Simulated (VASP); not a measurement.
# C (P6_3/mmc) in VASP: notebook

C is run at these levels: PBEsol+D3(BJ); tasks: single point.

All numbers are computed with VASP 6.6.1; they aren't measurements. Logs are shortened: lines on timing, memory, paths and dates and some standing lists are left out, and cuts for length are marked.

## (1) The cell of the first run

The structure is hexagonal, space group P6_3/mmc (No. 194). The conventional cell has a = 2.512 Å, b = 2.512 Å, c = 7.057 Å, α = 90.00°, β = 90.00°, γ = 120.00°. Within 1.9 Å of C (site symmetry -6m2) lie 3 C at 1.45 Å. Within 1.9 Å of C (site symmetry -6m2) lie 3 C at 1.45 Å.

## (2) Single point, PBEsol+D3(BJ) (9.64 Å³/atom)

File INCAR:

```
SYSTEM = C
  ALGO = Normal
  EDIFF = 1E-7
  ENCUT = 520
  GGA = PS
  ISIF = 2
  ISMEAR = 0
  IVDW = 12
  LASPH = .True.
  LCHARG = .True.
  LELF = .True.
  LREAL = .False.
  LVHAR = .True.
  LWAVE = .False.
  NBANDS = 16
  NELM = 100
  PREC = Accurate
  SIGMA = 0.15
```

File KPOINTS:

```
k-points
0
Gamma
  21 21 8
  0 0 0
```

File POSCAR:

```
C
1.0
    2.5119023840      0.0000000000      0.0000000000
   -1.2559511920      2.1753712764      0.0000000000
    0.0000000000      0.0000000000      7.0566873675
C
4
Direct
    0.0000000000      0.0000000000      0.0025000000
    0.0000000000      0.0000000000      0.5025000000
    0.3333333333      0.6666666667      0.0025000000
    0.6666666667      0.3333333333      0.5025000000
```

Potentials or basis: VASP PAW PBE potentials, release 64 (C).

The run is started by

```console
> cat potpaw_PBE.64/C/POTCAR > POTCAR
> mpirun -np 1 vasp_std > vasp.out
```

OUTCAR:

```text
SYSTEM = C
   EDIFF = 1E-7
   ENCUT = 520
   GGA = PS
   ISIF = 2
   ISMEAR = 0
   IVDW = 12
   LASPH = .True.
   LREAL = .False.
   NELM = 100
   PREC = Accurate
 IVDW          = 12

 ion  position               nearest neighbor table
   1  0.000  0.000  0.002-   3 1.45   3 1.45   3 1.45
   2  0.000  0.000  0.502-   4 1.45   4 1.45   4 1.45
   3  0.333  0.667  0.002-   1 1.45   1 1.45   1 1.45
   4  0.667  0.333  0.502-   2 1.45   2 1.45   2 1.45

  LATTYP: Found a hexagonal cell.
 ALAT       =     2.5119023840
 C/A-ratio  =     2.8093000001

  Lattice vectors:

 A1 = (   2.5119023840,   0.0000000000,   0.0000000000)
 A2 = (  -1.2559511920,   2.1753712764,   0.0000000000)
 A3 = (   0.0000000000,   0.0000000000,   7.0566873675)

Analysis of symmetry for initial positions (statically):
=====================================================================
 Subroutine PRICEL returns:
 Original cell was already a primitive cell.

 Routine SETGRP: Setting up the symmetry group for a
 hexagonal supercell.

 Subroutine GETGRP returns: Found 24 space group operations
 (whereof  6 operations were pure point group operations)
 out of a pool of 24 trial point group operations.

The static configuration has the point symmetry C_3v.
 The point group associated with its full space group is D_6h.

Analysis of symmetry for dynamics (positions and initial velocities):
=====================================================================
 Subroutine PRICEL returns:
 Original cell was already a primitive cell.

 Routine SETGRP: Setting up the symmetry group for a
 hexagonal supercell.

 Subroutine GETGRP returns: Found 24 space group operations
 (whereof  6 operations were pure point group operations)
 out of a pool of 24 trial point group operations.

The dynamic configuration has the point symmetry C_3v.
 The point group associated with its full space group is D_6h.

 Subroutine INISYM returns: Found 24 space group operations
 (whereof  6 operations are pure point group operations),
 and found     1 'primitive' translations

----------------------------------------------------------------------------------------

                                     Primitive cell

  volume of cell :      38.5600

  direct lattice vectors                    reciprocal lattice vectors
     2.511902384  0.000000000  0.000000000     0.398104642  0.229845822  0.000000000
    -1.255951192  2.175371276  0.000000000     0.000000000  0.459691645  0.000000000
     0.000000000  0.000000000  7.056687368     0.000000000  0.000000000  0.141709551

  length of vectors
     2.511902384  2.511902384  7.056687368     0.459691645  0.459691645  0.141709551

  position of ions in fractional coordinates (direct lattice)
     0.000000000  0.000000000  0.002500000
     0.000000000  0.000000000  0.502500000
     0.333333333  0.666666667  0.002500000
     0.666666667  0.333333333  0.502500000

  ion indices of the primitive-cell ions
   primitive index   ion index
                 1           1
                 2           2
                 3           3
                 4           4

----------------------------------------------------------------------------------------

 KPOINTS: k-points

Automatic generation of k-mesh.
 Grid dimensions read from file:
 generate k-points for:   21   21    8

 Generating k-lattice:

  Cartesian coordinates                     Fractional coordinates (reciprocal lattice)
     0.018957364  0.010945039  0.000000000     0.047619048  0.000000000  0.000000000
     0.000000000  0.021890078  0.000000000     0.000000000  0.047619048  0.000000000
     0.000000000  0.000000000  0.017713694     0.000000000  0.000000000  0.125000000

  Length of vectors
     0.021890078  0.021890078  0.017713694

  Shift w.r.t. Gamma in fractional coordinates (k-lattice)
     0.000000000  0.000000000  0.000000000

 Subroutine IBZKPT returns following result:
 ===========================================

 Found    240 irreducible k-points:

 Following reciprocal coordinates:
            Coordinates               Weight
  0.000000  0.000000  0.000000      1.000000
  0.047619  0.000000  0.000000      6.000000
  0.095238  0.000000  0.000000      6.000000
  0.142857  0.000000  0.000000      6.000000
  0.190476  0.000000  0.000000      6.000000
  0.238095  0.000000  0.000000      6.000000
[... 16 lines left out ...]
  0.142857  0.095238  0.000000     12.000000
  0.190476  0.095238  0.000000     12.000000
 [... further k-points ...]
   k-points           NKPTS =    240   k-points in BZ     NKDIM =    240   number of bands    NBANDS=     16
   number of dos      NEDOS =    301   number of ions     NIONS =      4
   total plane-waves  NPLWV =  21600
   dimension x,y,z NGX =    20 NGY =   20 NGZ =   54
   dimension x,y,z NGXF=    40 NGYF=   40 NGZF=  108
   ions per type =               4
   NGX,Y,Z   is equivalent  to a cutoff of  13.24, 13.24, 12.72 a.u.
   NGXF,Y,Z  is equivalent  to a cutoff of  26.47, 26.47, 25.44 a.u.
 SYSTEM =  C
   PREC   = accura    normal or accurate (medium, high low for compatibility)
   ISTART =      0    job   : 0-new  1-cont  2-samecut
   ICHARG =      2    charge: 1-file 2-atom 10-const
   ISPIN  =      1    spin polarized calculation?
   LNONCOLLINEAR =      F non collinear calculations
   LSORBIT =      F    spin-orbit coupling
   LASPH  =      T    aspherical Exc in radial PAW
   ENCUT  =  520.0 eV  38.22 Ry    6.18 a.u.   4.67  4.67 13.12*2*pi/ulx,y,z
   NELM   =    100;   NELMIN=  2; NELMDL= -5     # of ELM steps
   EDIFF  = 0.1E-06   stopping-criterion for ELM
   LREAL  =      F    real-space projection
   EDIFFG = 0.1E-05   stopping-criterion for IOM
   NSW    =      0    number of steps for IOM
   IBRION =     -1    ionic relax: 0-MD 1-quasi-New 2-CG
   NFREE  =      0    steps in history (QN), initial steepest desc. (CG)
   ISIF   =      2    stress and relaxation
   ISYM   =      2    0-nonsym 1-usesym 2-fastsym
   POTIM  = 0.5000    time-step for ionic-motion
   TEBEG  =    0.0;   TEEND  =   0.0 temperature during run
   PSTRESS=    0.0 pullay stress
   NELECT =      16.0000    total number of electrons
   NUPDOWN=      -1.0000    fix difference up-down
   EMIN   =  10.00;   EMAX   =-10.00  energy-range for DOS
   EFERMI =   0.00;   METHOD = LEGACY
   ISMEAR =     0;   SIGMA  =   0.15  broadening in eV -4-tet -1-fermi 0-gaus
   EFERMI_NEDOS =   21; number of points for ismear=-14 and -15
   IALGO  =     38    algorithm
   IMIX   =      4    mixing-type and parameters
     AMIX     =   0.40;   BMIX     =  1.00
     AMIX_MAG =   1.60;   BMIX_MAG =  1.00
  volume/ion in A,a.u.               =       9.64        65.05
  Fermi-wavevector in a.u.,A,eV,Ry     =   1.221057  2.307463 20.286006  1.490979
  Thomas-Fermi vector in A             =   2.356252
   LORBIT       =      0    0 simple, 1 ext, 2 COOP (PROOUT), +10 PAW based schemes
   GGA     = PS    functional components
   LHFCALC =     F    Hartree Fock is set to
   AEXX    =    0.0000 exact exchange contribution
   IVDW    =    12    specifies the selected vdW correction
   LEPSILON=     F    determine dielectric tensor
   LRPA    =     F    only Hartree local field effects (RPA)
 non-spin polarized calculation
 Gauss-broadening in eV      SIGMA  =   0.15
  energy-cutoff  :      520.00
  volume of cell :       38.56
 maximum number of plane-waves:      1064
 NGX is ok and might be reduce to    20
   NGX =  9   NGY =  9   NGZ = 27

 number of electron      16.0000000 magnetization

 Free energy of the ion-electron system (eV)
  ---------------------------------------------------
  ext. energy  EPLUGINS =         0.00000000
  ---------------------------------------------------
  free energy    TOTEN  =       -38.46785528 eV

  energy without entropy =      -38.46696000  energy(sigma->0) =      -38.46740764

 E-fermi :   3.8422     XC(G=0): -10.0845

 val. band max:        3.8386454489   @ k =   0.3333   0.3333   0.5000
 cond. band min:       3.8425823056   @ k =   0.3333   0.3333   0.2500
 fundamental gap:      0.0039368567
 Fermi energy:         3.8422010443

 k-point     1 :       0.0000    0.0000    0.0000
  band No.  band energies     occupation
      1     -15.2845      2.00000
      2     -15.0710      2.00000
      3      -4.1736      2.00000
      4      -2.5860      2.00000
      5       0.8378      2.00000
      6       0.8378      2.00000
[... 8 lines left out ...]
     15      14.5862      0.00000
     16      14.7371      0.00000

 k-point     2 :       0.0476    0.0000    0.0000
  band No.  band energies     occupation
      1     -15.2322      2.00000
      2     -15.0195      2.00000
      3      -4.1106      2.00000
      4      -2.5268      2.00000
      5       0.6199      2.00000
      6       0.6361      2.00000
[... 8 lines left out ...]
     15      14.4071      0.00000
     16      14.5664      0.00000

 k-point     3 :       0.0952    0.0000    0.0000
  band No.  band energies     occupation
      1     -15.0756      2.00000
      2     -14.8651      2.00000
      3      -3.9223      2.00000
      4      -2.3495      2.00000
      5       0.0104      2.00000
      6       0.0359      2.00000
[... 8 lines left out ...]
     15      13.8916      0.00000
     16      14.0801      0.00000

 k-point     4 :       0.1429    0.0000    0.0000
  band No.  band energies     occupation
      1     -14.8152      2.00000
      2     -14.6083      2.00000
      3      -3.6098      2.00000
      4      -2.0563      2.00000
      5      -0.8902      2.00000
      6      -0.8525      2.00000
[... 8 lines left out ...]
     15      13.6376      0.00000
     16      13.7299      0.00000

 k-point     5 :       0.1905    0.0000    0.0000
  band No.  band energies     occupation
      1     -14.4521      2.00000
      2     -14.2501      2.00000
      3      -3.1759      2.00000
      4      -1.9768      2.00000
      5      -1.9255      2.00000
      6      -1.6508      2.00000
[... 8 lines left out ...]
     15      14.8301      0.00000
     16      14.8634      0.00000

 k-point     6 :       0.2381    0.0000    0.0000
  band No.  band energies     occupation
      1     -13.9877      2.00000
      2     -13.7920      2.00000
      3      -3.1651      2.00000
      4      -3.0997      2.00000
      5      -2.6249      2.00000
      6      -1.1395      2.00000
[... 8 lines left out ...]
     15      16.2361      0.00000
     16      16.2678      0.00000
[... 267 lines left out ...]
 k-point    21 :       0.4762    0.0476    0.0000
  band No.  band energies     occupation
      1     -10.1577      2.00000
      2     -10.0796      2.00000
      3      -9.0169      2.00000
      4      -8.9565      2.00000
      5      -2.5766      2.00000
      6      -2.5354      2.00000
[... 8 lines left out ...]
     15      17.0894      0.00000
     16      17.9845      0.00000

 k-point    22 :       0.0952    0.0952    0.0000
  band No.  band energies     occupation
      1     -14.6594      2.00000
      2     -14.4546      2.00000
      3      -3.4233      2.00000
      4      -1.8816      2.00000
      5      -1.2234      2.00000
      6      -1.1990      2.00000
[... 8 lines left out ...]
     15      13.5157      0.00000
     16      13.8379      0.00000

 k-point    23 :       0.1429    0.0952    0.0000
  band No.  band energies     occupation
      1     -14.2970      2.00000
      2     -14.0971      2.00000
      3      -2.9909      2.00000
      4      -2.1463      2.00000
      5      -2.1095      2.00000
      6      -1.4782      2.00000
[... 8 lines left out ...]
     15      14.1523      0.00000
     16      14.2000      0.00000

 k-point    24 :       0.1905    0.0952    0.0000
  band No.  band energies     occupation
      1     -13.8337      2.00000
      2     -13.6401      2.00000
      3      -3.2202      2.00000
      4      -3.1649      2.00000
      5      -2.4419      2.00000
      6      -1.5423      2.00000
[... 8 lines left out ...]
     15      15.0520      0.00000
     16      15.2257      0.00000

 [... further k-points ...]

------------------------ aborting loop because EDIFF is reached ----------------------------------------

 Edisp (eV)   -0.41242

 E8    (eV) :    -0.2003

  FORCE on cell =-STRESS in cart. coord.  units (eV):
  Direction    XX          YY          ZZ          XY          YZ          ZX
  --------------------------------------------------------------------------------------
  -------------------------------------------------------------------------------------
  Total      -5.63106    -5.63106    -0.37229     0.00000    -0.00000     0.00000
  in kB    -233.97198  -233.97198   -15.46880     0.00000    -0.00000     0.00000
  external pressure =     -161.14 kB  Pullay stress =        0.00 kB

 VOLUME and BASIS-vectors are now :
 -----------------------------------------------------------------------------
  energy-cutoff  :      520.00
  volume of cell :       38.56
      direct lattice vectors                 reciprocal lattice vectors
     2.511902384  0.000000000  0.000000000     0.398104642  0.229845822  0.000000000
    -1.255951192  2.175371276  0.000000000     0.000000000  0.459691645  0.000000000
     0.000000000  0.000000000  7.056687368     0.000000000  0.000000000  0.141709551

 POSITION                                       TOTAL-FORCE (eV/Angst)
 -----------------------------------------------------------------------------------
      0.00000      0.00000      0.01764         0.000000      0.000000     -0.000000
      0.00000      0.00000      3.54599        -0.000000      0.000000     -0.000000
     -0.00000      1.45025      0.01764        -0.000000     -0.000000      0.000000
      1.25595      0.72512      3.54599         0.000000      0.000000      0.000000
 -----------------------------------------------------------------------------------
    total drift:                                0.000000      0.000000     -0.000012

  FREE ENERGIE OF THE ION-ELECTRON SYSTEM (eV)
  ---------------------------------------------------
  free  energy   TOTEN  =       -38.8802789760 eV

  energy  without entropy=      -38.8793836984  energy(sigma->0) =      -38.87983134
```

Wall time 3 min (1 thread of Intel Xeon 8259CL, shared host); peak memory 0.24 GiB.

Results:

```
Free energy                : -38.8803 eV
Pressure                   : -16.1 GPa
Band gap on the k mesh     : zero (bands 8 and 9 overlap by 0.02 eV)
Dispersion energy per atom : -0.103 eV
```

Stress tensor (GPa, compression positive):
```
-23.40   0.00   0.00
  0.00 -23.40   0.00
  0.00   0.00  -1.55
```

Caveat: the cell stands under tension; the PAW data sets were made with another functional, which shifts forces and pressure a little.

## (3) Single point, PBEsol+D3(BJ) (9.64 Å³/atom)

File INCAR:

```
ALGO     = Normal         # electronic algorithm
EDIFF    = 1E-7           # SCF threshold, eV
ENCUT    = 520            # plane-wave cutoff, eV
GGA      = PS             # functional
ISIF     = 2              # what is computed and relaxed
ISMEAR   = 0              # smearing method
IVDW     = 12             # dispersion correction
LASPH    = True           # aspherical terms in the spheres
LCHARG   = True           # write CHGCAR
LELF     = True           # ELF
LREAL    = False          # projectors in reciprocal space
LVHAR    = True         
LWAVE    = False          # write WAVECAR
NBANDS   = 16             # bands
NELM     = 100            # most SCF steps
PREC     = Accurate       # precision mode
SIGMA    = 0.15           # smearing width, eV
```

File KPOINTS:

```
k-points
0
Gamma
  21 21 8
```

File POSCAR:

```
C
1.0
    2.4718459103      0.0000000000      0.0000000000
   -1.2359229552      2.1406813526      0.0000000000
    0.0000000000      0.0000000000      7.2872489282
C
4
Direct
    0.0000000000      0.0000000000      0.0025000000
    0.0000000000      0.0000000000      0.5025000000
    0.3333333333      0.6666666667      0.0025000000
    0.6666666667      0.3333333333      0.5025000000
```

Potentials or basis: VASP PAW PBE potentials, release 64 (C).

The run is started by

```console
> cat potpaw_PBE.64/C/POTCAR > POTCAR
> mpirun -np 1 vasp_std > vasp.out
```

Run time: 3.1 min. Hardware: 1 thread of Intel Xeon 8259CL, shared host; peak memory 0.23 GiB.

It converged, with:

- Free energy: -38.9790 eV
- Pressure: -4.3 GPa
- Band gap on the k mesh: zero (bands 8 and 9 overlap by 0.01 eV)
- Dispersion energy per atom: -0.101 eV

Stress tensor (GPa, compression positive):
```
-5.44  0.00  0.00
 0.00 -5.44  0.00
 0.00  0.00 -1.93
```

Levels at points of the mesh, in eV from the Fermi level:
```tsv
k point	band 6	band 7	band 8	band 9	band 10	band 11
(0.00, 0.00, 0.00)	-3.00	-2.99	-2.99	3.55	8.24	8.24
(0.00, 0.00, 0.50)	-2.99	-2.99	-2.99	5.62	5.62	8.25
```

Caveat: the cell stands under tension; the PAW data sets were made with another functional, which shifts forces and pressure a little.

## (4) Single point, PBEsol+D3(BJ) (9.64 Å³/atom)

File INCAR:

```
SYSTEM = C
PREC = Accurate ; ENCUT = 520
EDIFF = 1E-6 ; ISMEAR = 0
SIGMA = 0.15 ; LREAL = .FALSE.
LASPH = .TRUE. ; NELM = 80
ALGO = Normal ; ISIF = 2
LWAVE = .FALSE. ; LCHARG = .FALSE.
GGA = PS ; IVDW = 12
NBANDS = 16
```

File KPOINTS:

```
regular mesh
0
G
  21 21 8
  0 0 0
```

File POSCAR:

```
C
1.0
    2.6360423826      0.0000000000      0.0000000000
   -1.3180211913      2.2828796688      0.0000000000
    0.0000000000      0.0000000000      6.4076918237
C
4
Direct
    0.0000000000      0.0000000000      0.0025000000
    0.0000000000      0.0000000000      0.5025000000
    0.3333333333      0.6666666667      0.0025000000
    0.6666666667      0.3333333333      0.5025000000
```

The run is started by

```console
> cat potpaw_PBE.64/C/POTCAR > POTCAR
> mpirun -np 1 vasp_std > vasp.out
```

Run time: 2.2 min. Hardware: 1 thread of Intel Xeon 8259CL, shared host; peak memory 0.24 GiB.

It converged, with:

```
Free energy                : -37.7966 eV
Pressure                   : -45.3 GPa
Band gap on the k mesh     : zero (bands 8 and 9 overlap by 0.06 eV)
Dispersion energy per atom : -0.106 eV
```

Stress tensor (GPa, compression positive):
```
-68.65   0.00   0.00
  0.00 -68.65   0.00
  0.00   0.00   1.36
```

Levels at points of the mesh, in eV from the Fermi level:
| k point | band 5 | band 6 | band 7 | band 8 | band 9 | band 10 | band 11 | band 12 |
| --- | --- | --- | --- | --- | --- | --- | --- | --- |
| (0.00, 0.00, 0.00) | -2.99 | -2.99 | -2.95 | -2.95 | 5.27 | 7.07 | 7.07 | 7.17 |
| (0.00, 0.00, 0.50) | -2.97 | -2.97 | -2.97 | -2.97 | 7.12 | 7.12 | 7.12 | 7.12 |

Caveat: the cell stands under tension; the PAW data sets were made with another functional, which shifts forces and pressure a little.

(Continued in part 2 of 2.)
